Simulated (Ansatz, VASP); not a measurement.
This is a calculation of Pb for Ansatz 0.2.0.

input.yaml

```yaml
crystal:
  lattice:
    - [0.0, 2.458408627, 2.458408627]
    - [2.458408627, 0.0, 2.458408627]
    - [2.458408627, 2.458408627, 0.0]
  atoms:
    - { symbol: Pb, position: [0.0, 0.0, 0.0], spin: 0.501, spin_axis: [0.57735, 0.57735, 0.57735] }
kpoints:
  mp_grid: { grid: [7, 7, 7] }
scf:
  occupations: { method: fermi_dirac, width: 0.025 }
hamiltonian:
  xc: rpbe
  dispersion: d3bj
  pseudopotentials: { kind: all_electron, lapw: { basis_error: 0.001 } }
magnetization:
  noncollinear: true
  spin_orbit: true
output:
  forces: true
  stress: true
  eigenvalues: true
```

Potentials or basis: all-electron LAPW, relativistic spinors.

Run with:

```console
$ ansatz run input.yaml --threads 1 --pin off --max-ram 2560MiB --backend cpu --events-out ev --progress --plain --runs-dir out
```

**Question.** Translate it to VASP 6.6.1. Potentials there: VASP PAW PBE potentials, release 64 (Pb_d).

**Answer.** As run (the cutoff follows the program's own potentials):

INCAR

```
SYSTEM = Pb
  PREC = Accurate
  ENCUT = 520
  EDIFF = 1E-6
  ISMEAR = -1
  SIGMA = 0.025
  LREAL = .FALSE.
  LASPH = .TRUE.
  NELM = 150
  ALGO = Normal
  ISIF = 2
  LWAVE = .FALSE.
  LCHARG = .FALSE.
  LNONCOLLINEAR = .TRUE.
  MAGMOM = 0.289 0.289 0.289
  LORBIT = 11
  LSORBIT = .TRUE.
  GGA_COMPAT = .FALSE.
  LORBMOM = .TRUE.
  GGA = RP
  IVDW = 12
  NBANDS = 25
```

KPOINTS

```
regular mesh
0
G
  7 7 7
  0 0 0
```

The input POSCAR:

```
Pb
1.0
    0.0000000000      2.4584086270      2.4584086270
    2.4584086270      0.0000000000      2.4584086270
    2.4584086270      2.4584086270      0.0000000000
Pb
1
Direct
    0.0000000000      0.0000000000      0.0000000000
```

Potentials or basis: VASP PAW PBE potentials, release 64 (Pb_d).

The run is started by

```sh
$ cat potpaw_PBE.64/Pb_d/POTCAR > POTCAR
$ mpirun -np 1 vasp_ncl > vasp.out
```

Both were run:

|  | VASP | Ansatz | Ansatz less VASP |
| --- | --- | --- | --- |
| pressure (GPa) | -15.8 | -15.9 | -0.05 |
| net moment per atom (μB) | 0.00 | 0.00 | 0.000 |

VASP's potentials were made for PBE, not for RPBE. Ansatz ran all-electron here, and VASP with PAW potentials.

Noted on Ansatz's run: the k mesh is thin for a metal, which can move the energy by tens of meV per atom.
